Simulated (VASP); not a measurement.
# Be2C (Fm-3m) in VASP: notebook

Runs on Be2C. Level: r2SCAN. Tasks: single point, relaxation of cell and atoms.

All numbers are computed with VASP 6.6.1; they aren't measurements. Logs are shortened: lines on timing, memory, paths and dates and some standing lists are left out, and cuts for length are marked.

## (1) The cell of the first run

It takes space group Fm-3m (No. 225, cubic). Conventional cell: a = 4.257 Å, b = 4.257 Å, c = 4.257 Å, α = 90.00°, β = 90.00°, γ = 90.00°. Within 2.4 Å of Be (site symmetry -43m) lie 4 C at 1.84 Å and 6 Be at 2.13 Å. C (site symmetry m-3m) has 8 Be at 1.84 Å within 2.4 Å.

## (2) Single point, r2SCAN

Contents of POSCAR:

```
Be2C
1.0
    0.0000000000      2.1285227463      2.1285227463
    2.1285227463      0.0000000000      2.1285227463
    2.1285227463      2.1285227463      0.0000000000
Be C
2 1
Direct
    0.2500000000      0.2500000000      0.2500000000
    0.7500000000      0.7500000000      0.7500000000
    0.0000000000      0.0000000000      0.0000000000
```

Contents of INCAR.step1:

```
PREC = Accurate
ENCUT = 660
ISMEAR = 0
SIGMA = 0.01
LREAL = F
LASPH = T
NELM = 120
NBANDS = 11
GGA = PE
ALGO = Normal
EDIFF = 1E-5
LWAVE = T
LCHARG = F
GGA_COMPAT = F
```

Contents of INCAR.step2:

```
PREC = Accurate
ENCUT = 660
EDIFF = 1E-6
ISMEAR = 0
SIGMA = 0.01
LREAL = F
LASPH = T
NELM = 120
ALGO = Normal
ISIF = 2
LWAVE = F
LCHARG = F
METAGGA = R2SCAN
LMIXTAU = T
NBANDS = 11
ISTART = 1
GGA_COMPAT = F
```

Contents of KPOINTS:

```
Automatic mesh
0
Gamma
  8 8 8
```

Potentials or basis: VASP PAW PBE potentials, release 64 (Be, C).

On the command line:

```sh
$ cat potpaw_PBE.64/Be/POTCAR potpaw_PBE.64/C/POTCAR > POTCAR
$ cp INCAR.step1 INCAR
$ mpirun -np 1 vasp_std > vasp.out
$ cp INCAR.step2 INCAR
$ mpirun -np 1 vasp_std > vasp.out
```

OUTCAR:

```text
PREC = Accurate
   ENCUT = 660
   EDIFF = 1E-6
   ISMEAR = 0
   LREAL = F
   LASPH = T
   NELM = 120
   ISIF = 2
   METAGGA = R2SCAN
   ISTART = 1

 ion  position               nearest neighbor table
   1  0.250  0.250  0.250-   3 1.84   3 1.84   3 1.84   3 1.84   2 2.13   2 2.13   2 2.13   2 2.13
                             2 2.13   2 2.13
   2  0.750  0.750  0.750-   3 1.84   3 1.84   3 1.84   3 1.84   1 2.13   1 2.13   1 2.13   1 2.13
                             1 2.13   1 2.13
   3  0.000  0.000  0.000-   2 1.84   2 1.84   2 1.84   1 1.84   2 1.84   1 1.84   1 1.84   1 1.84

  LATTYP: Found a face centered cubic cell.
 ALAT       =     4.2570454926

  Lattice vectors:

 A1 = (   0.0000000000,   2.1285227463,   2.1285227463)
 A2 = (   2.1285227463,   0.0000000000,   2.1285227463)
 A3 = (   2.1285227463,   2.1285227463,   0.0000000000)

Analysis of symmetry for initial positions (statically):
=====================================================================
 Subroutine PRICEL returns:
 Original cell was already a primitive cell.

 Routine SETGRP: Setting up the symmetry group for a
 face centered cubic supercell.

 Subroutine GETGRP returns: Found 48 space group operations
 (whereof 48 operations were pure point group operations)
 out of a pool of 48 trial point group operations.

The static configuration has the point symmetry O_h .

Analysis of symmetry for dynamics (positions and initial velocities):
=====================================================================
 Subroutine PRICEL returns:
 Original cell was already a primitive cell.

 Routine SETGRP: Setting up the symmetry group for a
 face centered cubic supercell.

 Subroutine GETGRP returns: Found 48 space group operations
 (whereof 48 operations were pure point group operations)
 out of a pool of 48 trial point group operations.

The dynamic configuration has the point symmetry O_h .

 Subroutine INISYM returns: Found 48 space group operations
 (whereof 48 operations are pure point group operations),
 and found     1 'primitive' translations

----------------------------------------------------------------------------------------

                                     Primitive cell

  volume of cell :      19.2870

  direct lattice vectors                    reciprocal lattice vectors
     0.000000000  2.128522746  2.128522746    -0.234904701  0.234904701  0.234904701
     2.128522746  0.000000000  2.128522746     0.234904701 -0.234904701  0.234904701
     2.128522746  2.128522746  0.000000000     0.234904701  0.234904701 -0.234904701

  length of vectors
     3.010185736  3.010185736  3.010185736     0.406866878  0.406866878  0.406866878

  position of ions in fractional coordinates (direct lattice)
     0.250000000  0.250000000  0.250000000
     0.750000000  0.750000000  0.750000000
     0.000000000  0.000000000  0.000000000

  ion indices of the primitive-cell ions
   primitive index   ion index
                 1           1
                 2           2
                 3           3

----------------------------------------------------------------------------------------

 KPOINTS: Automatic mesh

Automatic generation of k-mesh.
 Grid dimensions read from file:
 generate k-points for:    8    8    8

 Generating k-lattice:

  Cartesian coordinates                     Fractional coordinates (reciprocal lattice)
    -0.029363088  0.029363088  0.029363088     0.125000000  0.000000000  0.000000000
     0.029363088 -0.029363088  0.029363088     0.000000000  0.125000000  0.000000000
     0.029363088  0.029363088 -0.029363088     0.000000000  0.000000000  0.125000000

  Length of vectors
     0.050858360  0.050858360  0.050858360

  Shift w.r.t. Gamma in fractional coordinates (k-lattice)
     0.000000000  0.000000000  0.000000000

 Subroutine IBZKPT returns following result:
 ===========================================

 Found     29 irreducible k-points:

 Following reciprocal coordinates:
            Coordinates               Weight
  0.000000  0.000000  0.000000      1.000000
  0.125000  0.000000  0.000000      8.000000
  0.250000  0.000000  0.000000      8.000000
  0.375000  0.000000  0.000000      8.000000
  0.500000  0.000000  0.000000      4.000000
  0.125000  0.125000  0.000000      6.000000
[... 16 lines left out ...]
  0.500000  0.250000  0.125000     48.000000
 -0.375000  0.250000  0.125000     24.000000
 [... further k-points ...]
   k-points           NKPTS =     29   k-points in BZ     NKDIM =     29   number of bands    NBANDS=     11
   number of dos      NEDOS =    301   number of ions     NIONS =      3
   total plane-waves  NPLWV =  21952
   dimension x,y,z NGX =    28 NGY =   28 NGZ =   28
   dimension x,y,z NGXF=    56 NGYF=   56 NGZF=   56
   ions per type =               2   1
   NGX,Y,Z   is equivalent  to a cutoff of  15.46, 15.46, 15.46 a.u.
   NGXF,Y,Z  is equivalent  to a cutoff of  30.93, 30.93, 30.93 a.u.
 SYSTEM =  unknown system
   PREC   = accura    normal or accurate (medium, high low for compatibility)
   ISTART =      1    job   : 0-new  1-cont  2-samecut
   ICHARG =      0    charge: 1-file 2-atom 10-const
   ISPIN  =      1    spin polarized calculation?
   LNONCOLLINEAR =      F non collinear calculations
   LSORBIT =      F    spin-orbit coupling
   LASPH  =      T    aspherical Exc in radial PAW
   ENCUT  =  660.0 eV  48.51 Ry    6.96 a.u.   6.31  6.31  6.31*2*pi/ulx,y,z
   NELM   =    120;   NELMIN=  2; NELMDL=  0     # of ELM steps
   EDIFF  = 0.1E-05   stopping-criterion for ELM
   LREAL  =      F    real-space projection
   EDIFFG = 0.1E-04   stopping-criterion for IOM
   NSW    =      0    number of steps for IOM
   IBRION =     -1    ionic relax: 0-MD 1-quasi-New 2-CG
   NFREE  =      0    steps in history (QN), initial steepest desc. (CG)
   ISIF   =      2    stress and relaxation
   ISYM   =      2    0-nonsym 1-usesym 2-fastsym
   POTIM  = 0.5000    time-step for ionic-motion
   TEBEG  =    0.0;   TEEND  =   0.0 temperature during run
   PSTRESS=    0.0 pullay stress
   NELECT =       8.0000    total number of electrons
   NUPDOWN=      -1.0000    fix difference up-down
   EMIN   =  10.00;   EMAX   =-10.00  energy-range for DOS
   EFERMI =   0.00;   METHOD = LEGACY
   ISMEAR =     0;   SIGMA  =   0.01  broadening in eV -4-tet -1-fermi 0-gaus
[... 6 lines left out ...]
  Fermi-wavevector in a.u.,A,eV,Ry     =   1.220909  2.307183 20.281091  1.490618
  Thomas-Fermi vector in A             =   2.356110
   LORBIT       =      0    0 simple, 1 ext, 2 COOP (PROOUT), +10 PAW based schemes
   METAGGA = R2SCAN    functional components
   LHFCALC =     F    Hartree Fock is set to
   AEXX    =    0.0000 exact exchange contribution
   IVDW    =     0    specifies the selected vdW correction
   LEPSILON=     F    determine dielectric tensor
   LRPA    =     F    only Hartree local field effects (RPA)
 non-spin polarized calculation
 Gauss-broadening in eV      SIGMA  =   0.01
  energy-cutoff  :      660.00
  volume of cell :       19.29
 maximum number of plane-waves:       754
 NGX is ok and might be reduce to    28
   NGX = 13   NGY = 13   NGZ = 13

 number of electron       8.0000000 magnetization

 Free energy of the ion-electron system (eV)
  ---------------------------------------------------
  ext. energy  EPLUGINS =         0.00000000
  ---------------------------------------------------
  free energy    TOTEN  =       -19.44300605 eV

  energy without entropy =      -19.44300605  energy(sigma->0) =      -19.44300605

 E-fermi :   8.3602     XC(G=0): -12.2368

 val. band max:        8.2097829427   @ k =   0.0000   0.0000   0.0000
 cond. band min:       9.7578415064   @ k =   0.5000   0.5000   0.0000
 fundamental gap:      1.5480585637
 Fermi energy:         8.3602136068

 k-point     1 :       0.0000    0.0000    0.0000
  band No.  band energies     occupation
      1      -8.1118      2.00000
      2       8.2098      2.00000
      3       8.2098      2.00000
      4       8.2098      2.00000
      5      12.9282      0.00000
      6      12.9282      0.00000
      7      12.9282      0.00000
      8      16.2102      0.00000
      9      23.0032      0.00000
     10      23.0032      0.00000
     11      23.0032      0.00000

 k-point     2 :       0.1250    0.0000    0.0000
  band No.  band energies     occupation
      1      -7.8423      2.00000
      2       6.1994      2.00000
      3       7.7352      2.00000
      4       7.7352      2.00000
      5      13.6306      0.00000
      6      13.6306      0.00000
      7      14.1792      0.00000
      8      16.7971      0.00000
      9      21.2450      0.00000
     10      21.2450      0.00000
     11      23.6616      0.00000

 k-point     3 :       0.2500    0.0000    0.0000
  band No.  band energies     occupation
      1      -7.0534      2.00000
      2       3.0092      2.00000
      3       6.9521      2.00000
      4       6.9521      2.00000
      5      14.4047      0.00000
      6      14.4047      0.00000
      7      15.3496      0.00000
      8      18.0932      0.00000
      9      20.6635      0.00000
     10      20.6635      0.00000
     11      25.3707      0.00000

 k-point     4 :       0.3750    0.0000    0.0000
  band No.  band energies     occupation
      1      -5.8670      2.00000
      2       0.2044      2.00000
      3       6.4094      2.00000
      4       6.4094      2.00000
      5      14.1135      0.00000
      6      14.1135      0.00000
      7      16.0610      0.00000
      8      19.0227      0.00000
      9      22.6344      0.00000
     10      22.6344      0.00000
     11      26.9440      0.00000

 k-point     5 :       0.5000    0.0000    0.0000
  band No.  band energies     occupation
      1      -5.0295      2.00000
      2      -1.1921      2.00000
      3       6.2253      2.00000
      4       6.2253      2.00000
      5      13.8444      0.00000
      6      13.8444      0.00000
      7      16.3385      0.00000
      8      19.3469      0.00000
      9      24.4893      0.00000
     10      24.4893      0.00000
     11      27.6235      0.00000
[... 211 lines left out ...]
 k-point    21 :       0.5000    0.5000    0.0000
  band No.  band energies     occupation
      1      -4.2031      2.00000
      2       0.8872      2.00000
      3       3.0851      2.00000
      4       3.0851      2.00000
      5       9.7578      0.00000
      6      14.7397      0.00000
      7      23.1804      0.00000
      8      23.1804      0.00000
      9      25.6007      0.00000
     10      26.3065      0.00000
     11      26.3065      0.00000

 k-point    22 :       0.3750    0.2500    0.1250
  band No.  band energies     occupation
      1      -6.3848      2.00000
      2       2.8548      2.00000
      3       4.2216      2.00000
      4       6.1254      2.00000
      5      14.4173      0.00000
      6      14.8729      0.00000
      7      16.2474      0.00000
      8      18.1467      0.00000
      9      20.7671      0.00000
     10      25.4677      0.00000
     11      26.8586      0.00000

 k-point    23 :       0.5000    0.2500    0.1250
  band No.  band energies     occupation
      1      -5.2770      2.00000
      2       0.7357      2.00000
      3       3.6839      2.00000
      4       5.1394      2.00000
      5      14.1077      0.00000
      6      15.9073      0.00000
      7      17.3682      0.00000
      8      19.2722      0.00000
      9      21.9218      0.00000
     10      24.8726      0.00000
     11      27.6642      0.00000

 k-point    24 :      -0.3750    0.2500    0.1250
  band No.  band energies     occupation
      1      -4.5372      2.00000
      2      -0.4521      2.00000
      3       3.7602      2.00000
      4       4.5517      2.00000
      5      14.0441      0.00000
      6      15.6751      0.00000
      7      19.2818      0.00000
      8      20.1259      0.00000
      9      21.7503      0.00000
     10      23.5974      0.00000
     11      27.8626      0.00000

 [... further k-points ...]

------------------------ aborting loop because EDIFF is reached ----------------------------------------

  FORCE on cell =-STRESS in cart. coord.  units (eV):
  Direction    XX          YY          ZZ          XY          YZ          ZX
  --------------------------------------------------------------------------------------
  -------------------------------------------------------------------------------------
  Total        1.2984389      1.2984389      1.2984389     -0.0000000     -0.0000000      0.0000000
  in kB      107.8616905    107.8616905    107.8616905     -0.0000000     -0.0000000      0.0000000
  external PRESSURE =     107.8616905 kB  Pullay stress =       0.0000000 kB

 VOLUME and BASIS-vectors are now :
 -----------------------------------------------------------------------------
  energy-cutoff  :      660.00
  volume of cell :       19.29
      direct lattice vectors                 reciprocal lattice vectors
     0.000000000  2.128522746  2.128522746    -0.234904701  0.234904701  0.234904701
     2.128522746  0.000000000  2.128522746     0.234904701 -0.234904701  0.234904701
     2.128522746  2.128522746  0.000000000     0.234904701  0.234904701 -0.234904701

 POSITION                                       TOTAL-FORCE (eV/Angst)
 -----------------------------------------------------------------------------------
      1.06426      1.06426      1.06426        -0.000000     -0.000000     -0.000000
      3.19278      3.19278      3.19278         0.000000      0.000000      0.000000
      0.00000      0.00000      0.00000        -0.000000     -0.000000     -0.000000
 -----------------------------------------------------------------------------------
    total drift:                               -0.000000     -0.000000      0.000000

  FREE ENERGIE OF THE ION-ELECTRON SYSTEM (eV)
  ---------------------------------------------------
  free  energy   TOTEN  =       -19.4430060476 eV

  energy  without entropy=      -19.4430060476  energy(sigma->0) =      -19.44300605
```

Run time: 76 s. Hardware: 1 thread of Intel Xeon Platinum 8259CL at 2.50GHz (Skylake/Cascade Lake), shared host; peak memory 0.15 GiB.

What came out:

* Free energy: -19.4430 eV
* Pressure: 10.8 GPa
* Band gap on the k mesh: 1.55 eV (least direct gap 4.72 eV)

Levels at points of the mesh, in eV from the valence-band top:
| k point | band 1 | band 2 | band 3 | band 4 | band 5 | band 6 | band 7 | band 8 |
| --- | --- | --- | --- | --- | --- | --- | --- | --- |
| (0.00, 0.00, 0.00) | -16.32 | 0.00 | 0.00 | 0.00 | 4.72 | 4.72 | 4.72 | 8.00 |
| (0.50, 0.00, 0.00) | -13.24 | -9.40 | -1.98 | -1.98 | 5.63 | 5.63 | 8.13 | 11.14 |
| (0.50, 0.50, 0.00) | -12.41 | -7.32 | -5.12 | -5.12 | 1.55 | 6.53 | 14.97 | 14.97 |

Caveat: the cell stands under pressure; the PAW data sets were made with another functional, which shifts forces and pressure a little. r2SCAN opens gaps a little over a GGA but as a rule still falls short of measured ones.

## (3) Single point, r2SCAN

This run uses another cell than the first one, of 6.72 Å³/atom.

Contents of POSCAR:

```
Be2C
1.0
    0.0000000000      2.1604558464      2.1604558464
    2.1604558464      0.0000000000      2.1604558464
    2.1604558464      2.1604558464      0.0000000000
Be C
2 1
Direct
    0.2500000000      0.2500000000      0.2500000000
    0.7500000000      0.7500000000      0.7500000000
    0.0000000000      0.0000000000      0.0000000000
```

Contents of INCAR.step1:

```
ALGO = Normal ; EDIFF = 1E-5
ENCUT = 660 ; GGA = PE
GGA_COMPAT = F ; ISMEAR = 0
LASPH = T ; LCHARG = F
LREAL = F ; LWAVE = T
NBANDS = 11 ; NELM = 120
PREC = Accurate ; SIGMA = 0.01
```

Contents of INCAR.step2:

```
ALGO = Normal ; EDIFF = 1E-6
ENCUT = 660 ; GGA_COMPAT = F
ISIF = 2 ; ISMEAR = 0
ISTART = 1 ; LASPH = T
LCHARG = F ; LMIXTAU = T
LREAL = F ; LWAVE = F
METAGGA = R2SCAN ; NBANDS = 11
NELM = 120 ; PREC = Accurate
SIGMA = 0.01
```

Contents of KPOINTS:

```
k-points
0
Gamma
  8 8 8
```

Potentials or basis: VASP PAW PBE potentials, release 64 (Be, C).

On the command line:

```sh
$ cat potpaw_PBE.64/Be/POTCAR potpaw_PBE.64/C/POTCAR > POTCAR
$ cp INCAR.step1 INCAR
$ mpirun -np 1 vasp_std > vasp.out
$ cp INCAR.step2 INCAR
$ mpirun -np 1 vasp_std > vasp.out
```

Run time: 68 s. Hardware: 1 thread of Intel Xeon Platinum 8259CL at 2.50GHz (Skylake/Cascade Lake), shared host; peak memory 0.15 GiB.

It converged, with:

```yaml
Free_energy: -19.4755 eV
Pressure: 0.8 GPa
Band_gap_on_the_k_mesh: 1.53 eV (least direct gap 4.63 eV)
```

Levels at points of the mesh, in eV from the valence-band top:
| k point | band 1 | band 2 | band 3 | band 4 | band 5 | band 6 | band 7 | band 8 |
| --- | --- | --- | --- | --- | --- | --- | --- | --- |
| (0.00, 0.00, 0.00) | -15.98 | 0.00 | 0.00 | 0.00 | 4.63 | 4.63 | 4.63 | 7.46 |
| (0.50, 0.00, 0.00) | -13.01 | -9.11 | -1.91 | -1.91 | 5.54 | 5.54 | 7.62 | 10.83 |
| (0.50, 0.50, 0.00) | -12.19 | -7.15 | -4.93 | -4.93 | 1.53 | 6.21 | 14.46 | 14.46 |

Caveat: the PAW data sets were made with another functional, which shifts forces and pressure a little.

## (4) Relaxation of cell and atoms, r2SCAN

This run uses another cell than the first one, of 6.77 Å³/atom.

Contents of POSCAR:

```
Be2C
1.0
    0.0000000000      2.1650000000      2.1650000000
    2.1650000000      0.0000000000      2.1650000000
    2.1650000000      2.1650000000      0.0000000000
Be C
2 1
Direct
    0.2500000000      0.2500000000      0.2500000000
    0.7500000000      0.7500000000      0.7500000000
    0.0000000000      0.0000000000      0.0000000000
```

Contents of INCAR.step1:

```
SYSTEM = Be2C
PREC = Accurate ; ENCUT = 660
ISMEAR = 0 ; SIGMA = 0.01
LREAL = .False. ; LASPH = .True.
NELM = 120 ; GGA = PE
ALGO = Normal ; EDIFF = 1E-5
LWAVE = .True. ; LCHARG = .False.
GGA_COMPAT = .False. ; IBRION = 2
ISIF = 3 ; EDIFFG = -0.005
NELMIN = 4 ; NSW = 100
```

Contents of INCAR.step2:

```
SYSTEM = Be2C
PREC = Accurate ; ENCUT = 660
EDIFF = 1E-7 ; ISMEAR = 0
SIGMA = 0.01 ; LREAL = .False.
LASPH = .True. ; NELM = 120
ALGO = Normal ; ISIF = 3
LWAVE = .False. ; LCHARG = .False.
METAGGA = R2SCAN ; LMIXTAU = .True.
IBRION = 2 ; NSW = 80
EDIFFG = -0.01 ; ISTART = 1
GGA_COMPAT = .False. ; NELMIN = 4
```

Contents of KPOINTS:

```
Automatic mesh
0
Gamma
  8 8 8
  0 0 0
```

On the command line:

```sh
$ cat potpaw_PBE.64/Be/POTCAR potpaw_PBE.64/C/POTCAR > POTCAR
$ cp INCAR.step1 INCAR
$ mpirun -np 1 vasp_std > vasp.out
$ cp INCAR.step2 INCAR
$ mpirun -np 1 vasp_std > vasp.out
```

Wall time 2 min (1 thread of Intel Xeon Platinum 8259CL at 2.50GHz (Skylake/Cascade Lake), shared host); peak memory 0.15 GiB.

The run converged. Its results:

```yaml
Free_energy: -19.4758 eV
Relaxed_volume: 6.74 Å³/atom
Relaxed_cell: a = 3.059 Å, b = 3.059 Å, c = 3.059 Å, α = 60.00°, β = 60.00°, γ = 60.00°
Space_group_after_relaxing_to_0.1_Å: Fm-3m (No. 225)
Energy_gained_by_relaxing: 0.0 meV/atom
Ionic_steps: 2
Pressure_after_relaxing: 0.1 GPa
Band_gap_on_the_k_mesh: 1.52 eV (least direct gap 4.62 eV)
```

Final structure:
```
CELL_PARAMETERS angstrom
0.00000 2.16279 2.16279
2.16279 0.00000 2.16279
2.16279 2.16279 0.00000
ATOMIC_POSITIONS crystal
Be 0.25000 0.25000 0.25000
Be 0.75000 0.75000 0.75000
C 0.00000 0.00000 0.00000
```

Levels at points of the mesh, in eV from the valence-band top:
```tsv
k point	band 1	band 2	band 3	band 4	band 5	band 6	band 7	band 8
(0.00, 0.00, 0.00)	-15.95	0.00	0.00	0.00	4.62	4.62	4.62	7.43
(0.50, 0.00, 0.00)	-12.99	-9.09	-1.91	-1.91	5.54	5.54	7.59	10.81
(0.50, 0.50, 0.00)	-12.18	-7.14	-4.92	-4.92	1.52	6.19	14.42	14.42
```

Caveat: the PAW data sets were made with another functional, which shifts forces and pressure a little.

## (5) Overview

```csv
task,cell,gap on the mesh (eV),pressure (GPa)
single point,"a = 3.010 Å, angles 60.0°, 3 atoms",1.55,10.8
single point,"a = 3.055 Å, angles 60.0°, 3 atoms",1.53,0.8
relaxation of cell and atoms,"relaxed from a = 3.062 Å, angles 60.0°, 3 atoms",1.52,0.1
```

Alike in all rows: level r2SCAN; potentials or basis VASP PAW PBE potentials, release 64 (Be, C); no spin polarisation; k mesh 8 × 8 × 8; cutoff (eV) 660; smearing gaussian 0.01 eV.

Caveats: the PAW data sets were made with another functional, which shifts forces and pressure a little; the cell stands under pressure (at least some runs).

Total energies depend on the potentials used, so only differences within one code and one set of settings carry meaning.
